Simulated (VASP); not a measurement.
# Ti2Al3Ru: single point with PBE

The system is Ti2Al3Ru.

```
CELL_PARAMETERS angstrom
5.06937 0.00000 0.00000
-2.53468 4.39020 0.00000
0.00000 0.00000 4.58697
ATOMIC_POSITIONS crystal
Ti 0.33333 0.66667 0.00000
Ti 0.66667 0.33333 0.00000
Al 0.50000 0.00000 0.50000
Al 0.50000 0.50000 0.50000
Al 0.00000 0.50000 0.50000
Ru 0.00000 0.00000 0.00000
```

The cell was built from a structure type or drawn by symmetry, and may not be a known phase.

```
Program             : VASP 6.6.1
Task                : single point
Functional          : PBE
Potentials or basis : VASP PAW PBE potentials, release 64 (Ti_sv, Al, Ru_pv)
Cutoff              : 520 eV
k mesh              : 6 × 6 × 6
Occupations         : gaussian, width 0.1 eV
Spin                : no spin polarisation
```

```
Pressure               : -0.1 GPa
Band gap on the k mesh : zero (an odd number of electrons rules out a gap without spin polarisation)
```

Stress tensor (GPa, compression positive):
```
-0.13  0.00  0.00
 0.00 -0.13  0.00
 0.00  0.00  0.01
```

Levels at points of the mesh, in eV from the Fermi level:
```tsv
k point	band 21	band 22	band 23	band 24	band 25	band 26
(0.00, 0.00, 0.00)	-1.44	-1.03	-0.79	-0.79	-0.17	-0.17
(0.50, 0.00, 0.00)	-1.55	-1.01	-0.23	0.35	0.65	1.14
(0.00, 0.00, 0.50)	-1.35	-0.12	-0.12	0.14	0.31	0.43
(0.50, 0.00, 0.50)	-0.79	-0.28	-0.10	0.02	0.11	0.57
```

Run time: 99 s on 1 thread of Intel(R) Xeon(R) Platinum 8259CL CPU @ 2.50GHz (Skylake/Cascade Lake), with other jobs on the host, peak memory 0.27 GiB.
